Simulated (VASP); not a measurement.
# WC (P-6m2) in VASP: a series of runs

Runs on WC. Level: r2SCAN. Tasks: single point.

Everything below comes from runs of VASP 6.6.1. Logs are shortened: lines on timing, memory, paths and dates and some standing lists are left out, and cuts for length are marked.

## (1) The cell of the first run

The structure is hexagonal, space group P-6m2 (No. 187). Conventional cell: a = 2.848 Å, b = 2.848 Å, c = 2.788 Å, α = 90.00°, β = 90.00°, γ = 120.00°. W (site symmetry -6m2) has 6 C at 2.16 Å and 8 W at 2.79 to 2.85 Å within 2.9 Å. C (site symmetry -6m2) has 6 W at 2.16 Å and 8 C at 2.79 to 2.85 Å within 2.9 Å.

## (2) Single point, r2SCAN (volume scaled by 0.94, then relaxed in part)

Input file POSCAR:

```
WC
1.0
    2.8478519123      0.0000000000      0.0000000000
   -1.4239259561      2.4663121023      0.0000000000
    0.0000000000      0.0000000000      2.7875859849
W C
1 1
Direct
    0.0000000000      0.0000000000      0.0000000000
    0.6666666667      0.3333333333      0.5000000000
```

Input file INCAR.step1:

```
ALGO     = Normal         # electronic algorithm
EDIFF    = 1E-4           # SCF threshold, eV
ENCUT    = 520            # plane-wave cutoff, eV
GGA      = PE             # functional
ISMEAR   = 0              # smearing method
LASPH    = T              # aspherical terms in the spheres
LCHARG   = F              # write CHGCAR
LREAL    = F              # projectors in reciprocal space
LWAVE    = T              # write WAVECAR
NBANDS   = 16             # bands
NELM     = 60             # most SCF steps
PREC     = Accurate       # precision mode
SIGMA    = 0.1            # smearing width, eV
```

Input file INCAR.step2:

```
ALGO     = Normal         # electronic algorithm
EDIFF    = 1E-7           # SCF threshold, eV
ENCUT    = 520            # plane-wave cutoff, eV
ISIF     = 2              # what is computed and relaxed
ISMEAR   = 0              # smearing method
ISTART   = 1            
LASPH    = T              # aspherical terms in the spheres
LCHARG   = F              # write CHGCAR
LMIXTAU  = T            
LREAL    = F              # projectors in reciprocal space
LWAVE    = F              # write WAVECAR
METAGGA  = R2SCAN         # meta-GGA
NBANDS   = 16             # bands
NELM     = 60             # most SCF steps
PREC     = Accurate       # precision mode
SIGMA    = 0.1            # smearing width, eV
```

Input file KPOINTS:

```
k-points
0
Gamma
  18 18 14
```

Potentials or basis: VASP PAW PBE potentials, release 64 (W_sv, C).

Started as:

```
$ cat potpaw_PBE.64/W_sv/POTCAR potpaw_PBE.64/C/POTCAR > POTCAR
$ cp INCAR.step1 INCAR
$ mpirun -np 1 vasp_std > vasp.out
$ cp INCAR.step2 INCAR
$ mpirun -np 1 vasp_std > vasp.out
```

OUTCAR:

```text
EDIFF = 1E-7
   ENCUT = 520
   ISIF = 2
   ISMEAR = 0
   ISTART = 1
   LASPH = T
   LREAL = F
   METAGGA = R2SCAN
   NELM = 60
   PREC = Accurate

 ion  position               nearest neighbor table
   1  0.000  0.000  0.000-   2 2.16   2 2.16   2 2.16   2 2.16   2 2.16   2 2.16
   2  0.667  0.333  0.500-   1 2.16   1 2.16   1 2.16   1 2.16   1 2.16   1 2.16

  LATTYP: Found a hexagonal cell.
 ALAT       =     2.8478519123
 C/A-ratio  =     0.9788381105

  Lattice vectors:

 A1 = (   2.8478519123,   0.0000000000,   0.0000000000)
 A2 = (  -1.4239259561,   2.4663121023,   0.0000000000)
 A3 = (   0.0000000000,   0.0000000000,   2.7875859849)

Analysis of symmetry for initial positions (statically):
=====================================================================
 Subroutine PRICEL returns:
 Original cell was already a primitive cell.

 Routine SETGRP: Setting up the symmetry group for a
 hexagonal supercell.

 Subroutine GETGRP returns: Found 12 space group operations
 (whereof 12 operations were pure point group operations)
 out of a pool of 24 trial point group operations.

The static configuration has the point symmetry D_3h.

Analysis of symmetry for dynamics (positions and initial velocities):
=====================================================================
 Subroutine PRICEL returns:
 Original cell was already a primitive cell.

 Routine SETGRP: Setting up the symmetry group for a
 hexagonal supercell.

 Subroutine GETGRP returns: Found 12 space group operations
 (whereof 12 operations were pure point group operations)
 out of a pool of 24 trial point group operations.

The dynamic configuration has the point symmetry D_3h.

 Subroutine INISYM returns: Found 12 space group operations
 (whereof 12 operations are pure point group operations),
 and found     1 'primitive' translations

----------------------------------------------------------------------------------------

                                     Primitive cell

  volume of cell :      19.5791

  direct lattice vectors                    reciprocal lattice vectors
     2.847851912  0.000000000  0.000000000     0.351141854  0.202731844  0.000000000
    -1.423925956  2.466312102  0.000000000     0.000000000  0.405463688  0.000000000
     0.000000000  0.000000000  2.787585985     0.000000000  0.000000000  0.358733329

  length of vectors
     2.847851912  2.847851912  2.787585985     0.405463688  0.405463688  0.358733329

  position of ions in fractional coordinates (direct lattice)
     0.000000000  0.000000000  0.000000000
     0.666666667  0.333333333  0.500000000

  ion indices of the primitive-cell ions
   primitive index   ion index
                 1           1
                 2           2

----------------------------------------------------------------------------------------

 KPOINTS: k-points

Automatic generation of k-mesh.
 Grid dimensions read from file:
 generate k-points for:   18   18   14

 Generating k-lattice:

  Cartesian coordinates                     Fractional coordinates (reciprocal lattice)
     0.019507881  0.011262880  0.000000000     0.055555556  0.000000000  0.000000000
     0.000000000  0.022525760  0.000000000     0.000000000  0.055555556  0.000000000
     0.000000000  0.000000000  0.025623809     0.000000000  0.000000000  0.071428571

  Length of vectors
     0.022525760  0.022525760  0.025623809

  Shift w.r.t. Gamma in fractional coordinates (k-lattice)
     0.000000000  0.000000000  0.000000000

 Subroutine IBZKPT returns following result:
 ===========================================

 Found    296 irreducible k-points:

 Following reciprocal coordinates:
            Coordinates               Weight
  0.000000  0.000000  0.000000      1.000000
  0.055556  0.000000  0.000000      6.000000
  0.111111  0.000000  0.000000      6.000000
  0.166667  0.000000  0.000000      6.000000
  0.222222  0.000000  0.000000      6.000000
  0.277778  0.000000  0.000000      6.000000
[... 16 lines left out ...]
  0.333333  0.111111  0.000000     12.000000
  0.388889  0.111111  0.000000     12.000000
 [... further k-points ...]
   k-points           NKPTS =    296   k-points in BZ     NKDIM =    296   number of bands    NBANDS=     16
   number of dos      NEDOS =    301   number of ions     NIONS =      2
   total plane-waves  NPLWV =  13824
   dimension x,y,z NGX =    24 NGY =   24 NGZ =   24
   dimension x,y,z NGXF=    48 NGYF=   48 NGZF=   48
   ions per type =               1   1
   NGX,Y,Z   is equivalent  to a cutoff of  14.01, 14.01, 14.31 a.u.
   NGXF,Y,Z  is equivalent  to a cutoff of  28.02, 28.02, 28.63 a.u.
 SYSTEM =  unknown system
   PREC   = accura    normal or accurate (medium, high low for compatibility)
   ISTART =      1    job   : 0-new  1-cont  2-samecut
   ICHARG =      0    charge: 1-file 2-atom 10-const
   ISPIN  =      1    spin polarized calculation?
   LNONCOLLINEAR =      F non collinear calculations
   LSORBIT =      F    spin-orbit coupling
   LASPH  =      T    aspherical Exc in radial PAW
   ENCUT  =  520.0 eV  38.22 Ry    6.18 a.u.   5.30  5.30  5.18*2*pi/ulx,y,z
   NELM   =     60;   NELMIN=  2; NELMDL=  0     # of ELM steps
   EDIFF  = 0.1E-06   stopping-criterion for ELM
   LREAL  =      F    real-space projection
   EDIFFG = 0.1E-05   stopping-criterion for IOM
   NSW    =      0    number of steps for IOM
   IBRION =     -1    ionic relax: 0-MD 1-quasi-New 2-CG
   NFREE  =      0    steps in history (QN), initial steepest desc. (CG)
   ISIF   =      2    stress and relaxation
   ISYM   =      2    0-nonsym 1-usesym 2-fastsym
   POTIM  = 0.5000    time-step for ionic-motion
   TEBEG  =    0.0;   TEEND  =   0.0 temperature during run
   PSTRESS=    0.0 pullay stress
   NELECT =      18.0000    total number of electrons
   NUPDOWN=      -1.0000    fix difference up-down
   EMIN   =  10.00;   EMAX   =-10.00  energy-range for DOS
   EFERMI =   0.00;   METHOD = LEGACY
   ISMEAR =     0;   SIGMA  =   0.10  broadening in eV -4-tet -1-fermi 0-gaus
   EFERMI_NEDOS =   21; number of points for ismear=-14 and -15
   IALGO  =     38    algorithm
   IMIX   =      4    mixing-type and parameters
     AMIX     =   0.40;   BMIX     =  1.00
     AMIX_MAG =   1.60;   BMIX_MAG =  1.00
  volume/ion in A,a.u.               =       9.79        66.06
  Fermi-wavevector in a.u.,A,eV,Ry     =   1.591846  3.008153 34.476812  2.533974
  Thomas-Fermi vector in A             =   2.690323
   LORBIT       =      0    0 simple, 1 ext, 2 COOP (PROOUT), +10 PAW based schemes
   METAGGA = R2SCAN    functional components
   LHFCALC =     F    Hartree Fock is set to
   AEXX    =    0.0000 exact exchange contribution
   IVDW    =     0    specifies the selected vdW correction
   LEPSILON=     F    determine dielectric tensor
   LRPA    =     F    only Hartree local field effects (RPA)
 non-spin polarized calculation
 Gauss-broadening in eV      SIGMA  =   0.10
  energy-cutoff  :      520.00
  volume of cell :       19.58
 maximum number of plane-waves:       546
 NGX is ok and might be reduce to    24
   NGX = 11   NGY = 11   NGZ = 11

 number of electron      18.0000000 magnetization

 Free energy of the ion-electron system (eV)
  ---------------------------------------------------
  ext. energy  EPLUGINS =         0.00000000
  ---------------------------------------------------
  free energy    TOTEN  =       -61.49094405 eV

  energy without entropy =      -61.48976718  energy(sigma->0) =      -61.49035562

 E-fermi :  11.8177     XC(G=0): -15.3471

 val. band max:       11.8127175202   @ k =   0.3333   0.2222   0.0000
 cond. band min:      11.8507847225   @ k =   0.4444   0.0000   0.5000
 fundamental gap:      0.0380672023
 Fermi energy:        11.8176641676

 k-point     1 :       0.0000    0.0000    0.0000
  band No.  band energies     occupation
      1     -64.0074      2.00000
      2     -27.3161      2.00000
      3     -27.1745      2.00000
      4     -27.1745      2.00000
      5      -3.8884      2.00000
      6       6.9596      2.00000
[... 8 lines left out ...]
     15      27.6847      0.00000
     16      29.9858      0.00000

 k-point     2 :       0.0556    0.0000    0.0000
  band No.  band energies     occupation
      1     -64.0048      2.00000
      2     -27.3116      2.00000
      3     -27.2091      2.00000
      4     -27.1821      2.00000
      5      -3.7970      2.00000
      6       7.0009      2.00000
[... 8 lines left out ...]
     15      27.4385      0.00000
     16      30.1811      0.00000

 k-point     3 :       0.1111    0.0000    0.0000
  band No.  band energies     occupation
      1     -63.9973      2.00000
      2     -27.3077      2.00000
      3     -27.2987      2.00000
      4     -27.2041      2.00000
      5      -3.5311      2.00000
      6       7.0039      2.00000
[... 8 lines left out ...]
     15      27.0452      0.00000
     16      30.7434      0.00000

 k-point     4 :       0.1667    0.0000    0.0000
  band No.  band energies     occupation
      1     -63.9858      2.00000
      2     -27.4563      2.00000
      3     -27.2788      2.00000
      4     -27.2376      2.00000
      5      -3.1135      2.00000
      6       6.6239      2.00000
[... 8 lines left out ...]
     15      26.8281      0.00000
     16      31.6097      0.00000
[... 324 lines left out ...]
 k-point    22 :       0.2778    0.1111    0.0000
  band No.  band energies     occupation
      1     -63.9385      2.00000
      2     -27.9847      2.00000
      3     -27.4265      2.00000
      4     -27.1970      2.00000
      5      -1.1590      2.00000
      6       4.9177      2.00000
[... 8 lines left out ...]
     15      28.6011      0.00000
     16      30.0695      0.00000

 k-point    23 :       0.3333    0.1111    0.0000
  band No.  band energies     occupation
      1     -63.9276      2.00000
      2     -28.1021      2.00000
      3     -27.4684      2.00000
      4     -27.1780      2.00000
      5      -0.6131      2.00000
      6       4.5755      2.00000
[... 8 lines left out ...]
     15      28.2076      0.00000
     16      30.3519      0.00000

 k-point    24 :       0.3889    0.1111    0.0000
  band No.  band energies     occupation
      1     -63.9204      2.00000
      2     -28.1777      2.00000
      3     -27.4957      2.00000
      4     -27.1655      2.00000
      5      -0.2206      2.00000
      6       4.3581      2.00000
[... 8 lines left out ...]
     15      27.3332      0.00000
     16      31.1703      0.00000

 [... further k-points ...]

------------------------ aborting loop because EDIFF is reached ----------------------------------------

  FORCE on cell =-STRESS in cart. coord.  units (eV):
  Direction    XX          YY          ZZ          XY          YZ          ZX
  --------------------------------------------------------------------------------------
  -------------------------------------------------------------------------------------
  Total        3.7398365      3.7398365      3.7930007      0.0000000     -0.0000000      0.0000000
  in kB      306.0338630    306.0338630    310.3843398      0.0000000     -0.0000000      0.0000000
  external PRESSURE =     307.4840219 kB  Pullay stress =       0.0000000 kB

 VOLUME and BASIS-vectors are now :
 -----------------------------------------------------------------------------
  energy-cutoff  :      520.00
  volume of cell :       19.58
      direct lattice vectors                 reciprocal lattice vectors
     2.847851912  0.000000000  0.000000000     0.351141854  0.202731844  0.000000000
    -1.423925956  2.466312102  0.000000000     0.000000000  0.405463688  0.000000000
     0.000000000  0.000000000  2.787585985     0.000000000  0.000000000  0.358733329

 POSITION                                       TOTAL-FORCE (eV/Angst)
 -----------------------------------------------------------------------------------
      0.00000      0.00000      0.00000        -0.000000      0.000000      0.000000
      1.42393      0.82210      1.39379         0.000000     -0.000000      0.000000
 -----------------------------------------------------------------------------------
    total drift:                               -0.000000      0.000000      0.000000

  FREE ENERGIE OF THE ION-ELECTRON SYSTEM (eV)
  ---------------------------------------------------
  free  energy   TOTEN  =       -61.4909440514 eV

  energy  without entropy=      -61.4897671833  energy(sigma->0) =      -61.49035562
```

Wall time 98 s (1 thread of Intel Xeon 6975P-C (Granite Rapids), shared host); peak memory 0.22 GiB.

Results:

```yaml
Free_energy: -61.4909 eV
Pressure: 30.7 GPa
Band_gap_on_the_k_mesh: zero (band 9 reaches 12.53 eV, above the bottom of band 10 at 11.16 eV)
```

Caveat: the PAW data sets were made with another functional, which shifts forces and pressure a little; spin-orbit coupling is left out, which moves the levels of the heavy elements.

## (3) Single point, r2SCAN (volume scaled by 0.97, then relaxed in part)

Input file POSCAR:

```
WC
1.0
    2.8802413313      0.0000000000      0.0000000000
   -1.4401206656      2.4943621620      0.0000000000
    0.0000000000      0.0000000000      2.8122194092
W C
1 1
Direct
    0.0000000000      0.0000000000      0.0000000000
    0.6666666667      0.3333333333      0.5000000000
```

Input file INCAR.step1:

```
SYSTEM = WC
ALGO = Normal ; EDIFF = 1E-4
ENCUT = 520 ; GGA = PE
ISMEAR = 0 ; LASPH = .True.
LCHARG = .False. ; LREAL = .False.
LWAVE = .True. ; NBANDS = 16
NELM = 60 ; PREC = Accurate
SIGMA = 0.1
```

Input file INCAR.step2:

```
SYSTEM = WC
ALGO = Normal ; EDIFF = 1E-6
ENCUT = 520 ; ISIF = 2
ISMEAR = 0 ; ISTART = 1
LASPH = .True. ; LCHARG = .False.
LMIXTAU = .True. ; LREAL = .False.
LWAVE = .False. ; METAGGA = R2SCAN
NBANDS = 16 ; NELM = 60
PREC = Accurate ; SIGMA = 0.1
```

Input file KPOINTS:

```
k-points
0
Gamma
  18 18 14
  0 0 0
```

Potentials or basis: VASP PAW PBE potentials, release 64 (W_sv, C).

Started as:

```
$ cat potpaw_PBE.64/W_sv/POTCAR potpaw_PBE.64/C/POTCAR > POTCAR
$ cp INCAR.step1 INCAR
$ mpirun -np 1 vasp_std > vasp.out
$ cp INCAR.step2 INCAR
$ mpirun -np 1 vasp_std > vasp.out
```

OUTCAR:

```text
SYSTEM = WC
   EDIFF = 1E-6
   ENCUT = 520
   ISIF = 2
   ISMEAR = 0
   ISTART = 1
   LASPH = .True.
   LREAL = .False.
   METAGGA = R2SCAN
   NELM = 60
   PREC = Accurate

 ion  position               nearest neighbor table
   1  0.000  0.000  0.000-   2 2.18   2 2.18   2 2.18   2 2.18   2 2.18   2 2.18
   2  0.667  0.333  0.500-   1 2.18   1 2.18   1 2.18   1 2.18   1 2.18   1 2.18

  LATTYP: Found a hexagonal cell.
 ALAT       =     2.8802413313
 C/A-ratio  =     0.9763832560

  Lattice vectors:

 A1 = (   2.8802413313,   0.0000000000,   0.0000000000)
 A2 = (  -1.4401206656,   2.4943621620,   0.0000000000)
 A3 = (   0.0000000000,   0.0000000000,   2.8122194092)

Analysis of symmetry for initial positions (statically):
=====================================================================
 Subroutine PRICEL returns:
 Original cell was already a primitive cell.

 Routine SETGRP: Setting up the symmetry group for a
 hexagonal supercell.

 Subroutine GETGRP returns: Found 12 space group operations
 (whereof 12 operations were pure point group operations)
 out of a pool of 24 trial point group operations.

The static configuration has the point symmetry D_3h.
[... 161 lines left out ...]

 E-fermi :  11.3412     XC(G=0): -15.1426

 val. band max:       11.3282797137   @ k =   0.4444   0.0000   0.5000
 cond. band min:      11.3425267670   @ k =   0.4444   0.0556   0.4286
 fundamental gap:      0.0142470533
 Fermi energy:        11.3412363729

 k-point     1 :       0.0000    0.0000    0.0000
  band No.  band energies     occupation
      1     -64.5371      2.00000
      2     -27.8428      2.00000
      3     -27.7245      2.00000
      4     -27.7245      2.00000
      5      -4.1032      2.00000
      6       6.6960      2.00000
[... 433 lines left out ...]
      3     -28.0105      2.00000
      4     -27.7108      2.00000
      5      -0.5610      2.00000
      6       4.0514      2.00000
[... 8 lines left out ...]
     15      26.4181      0.00000
     16      30.2544      0.00000

 [... further k-points ...]

------------------------ aborting loop because EDIFF is reached ----------------------------------------

  FORCE on cell =-STRESS in cart. coord.  units (eV):
  Direction    XX          YY          ZZ          XY          YZ          ZX
  --------------------------------------------------------------------------------------
  -------------------------------------------------------------------------------------
  Total        1.8993376      1.8993376      1.9456498      0.0000000     -0.0000000      0.0000000
  in kB      150.6174015    150.6174015    154.2899600      0.0000000     -0.0000000      0.0000000
  external PRESSURE =     151.8415876 kB  Pullay stress =       0.0000000 kB

 VOLUME and BASIS-vectors are now :
 -----------------------------------------------------------------------------
  energy-cutoff  :      520.00
  volume of cell :       20.20
      direct lattice vectors                 reciprocal lattice vectors
     2.880241331  0.000000000  0.000000000     0.347193129  0.200452046  0.000000000
    -1.440120666  2.494362162  0.000000000     0.000000000  0.400904093  0.000000000
     0.000000000  0.000000000  2.812219409     0.000000000  0.000000000  0.355591031

 POSITION                                       TOTAL-FORCE (eV/Angst)
 -----------------------------------------------------------------------------------
      0.00000      0.00000      0.00000         0.000000      0.000000      0.000000
      1.44012      0.83145      1.40611        -0.000000     -0.000000      0.000000
 -----------------------------------------------------------------------------------
    total drift:                               -0.000000      0.000000      0.000000

  FREE ENERGIE OF THE ION-ELECTRON SYSTEM (eV)
  ---------------------------------------------------
  free  energy   TOTEN  =       -61.5801094155 eV

  energy  without entropy=      -61.5787609242  energy(sigma->0) =      -61.57943517
```

Run time: 84 s. Hardware: 1 thread of Intel Xeon 6975P-C (Granite Rapids), shared host; peak memory 0.22 GiB.

Results:

| Item | Value |
| --- | --- |
| Free energy | -61.5801 eV |
| Pressure | 15.2 GPa |
| Band gap on the k mesh | zero (band 9 reaches 12.09 eV, above the bottom of band 10 at 10.74 eV) |

Caveat: the PAW data sets were made with another functional, which shifts forces and pressure a little; spin-orbit coupling is left out, which moves the levels of the heavy elements.

[end of part 1 of 2]
